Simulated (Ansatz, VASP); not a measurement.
## Ge: VASP beside Ansatz

```xyz
8
Lattice="3.5199 -4.0812 0.0000 3.5199 4.0812 0.0000 0.0000 0.0000 7.0624" Properties=species:S:1:pos:R:3 pbc="T T T"
Ge    1.2590   -1.0891    2.9056
Ge    2.2609   -1.0891    0.6256
Ge    1.2590    1.0891    4.1568
Ge    2.2609    1.0891    6.4368
Ge    5.7807   -1.0891    2.9056
Ge    5.7807    1.0891    4.1568
Ge    4.7789   -1.0891    0.6256
Ge    4.7789    1.0891    6.4368
```

Alike in both runs: functional PBE; k mesh 4 × 4 × 4; occupations gaussian, width 0.1 eV; no spin polarisation.

Ansatz relaxed the structure, and its values are those at the end. VASP's run is a single point on that final structure, the one shown.

|  | VASP | Ansatz |
| --- | --- | --- |
| version | VASP 6.6.1 | Ansatz 0.2.0 |
| potentials or method | VASP PAW PBE potentials, release 64 (Ge_d), cutoff 520 eV | scalar-relativistic, plane waves, PAW |
| valence electrons in the cell | 112 | 112 |

|  | VASP | Ansatz | Ansatz less VASP |
| --- | --- | --- | --- |
| pressure (GPa) | 0.0 | 0.1 | +0.04 |
